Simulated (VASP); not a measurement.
Set up this calculation in VASP 6.6.1, as the native input.

- Task: single point
- Functional: PBE
- Potentials or basis: VASP PAW PBE potentials, release 64 (B, N)
- Cutoff: 600 eV
- k mesh: 12 × 12 × 12
- Occupations: gaussian, width 0.05 eV
- Spin: no spin polarisation
- Dipole correction: no
- Further INCAR settings: ALGO = Normal; EDIFF = 1e-06; NBANDS = 11

The structure of BN lies in POSCAR:

```
BN
1.0
    0.0000000000      1.8123485134      1.9573363945
    1.8123485134      0.0000000000      1.9573363945
    1.8123485134      1.8123485134      0.0000000000
B N
1 1
Direct
    0.0000000000      0.0000000000      0.0000000000
    0.7500000000      0.7500000000      0.7500000000
```

This cell differs from its parent crystal: strain +0.000 along x and y, +0.080 along z.

These files were run (other wordings do the same):

INCAR

```
PREC = Accurate
ENCUT = 600
EDIFF = 1E-6
ISMEAR = 0
SIGMA = 0.05
LREAL = False
LASPH = True
NELM = 120
ALGO = Normal
ISIF = 2
LWAVE = False
LCHARG = False
GGA = PE
NBANDS = 11
GGA_COMPAT = False
```

KPOINTS

```
Automatic mesh
0
Gamma
  12 12 12
```

Potentials or basis: VASP PAW PBE potentials, release 64 (B, N).

The run is started by

```sh
$ cat potpaw_PBE.64/B/POTCAR potpaw_PBE.64/N/POTCAR > POTCAR
$ mpirun -np 1 vasp_std > vasp.out
```

Results of the run:

```
Pressure               : -24.9 GPa
Band gap on the k mesh : 3.72 eV (least direct gap 7.97 eV)
```

Caveat: the cell differs from its parent crystal (strain +0.000 along x and y, +0.080 along z); the cell stands under tension.

Run time: 8.2 s on 1 thread of Intel(R) Xeon(R) 6975P-C (Granite Rapids), with other jobs on the host, peak memory 0.14 GiB.
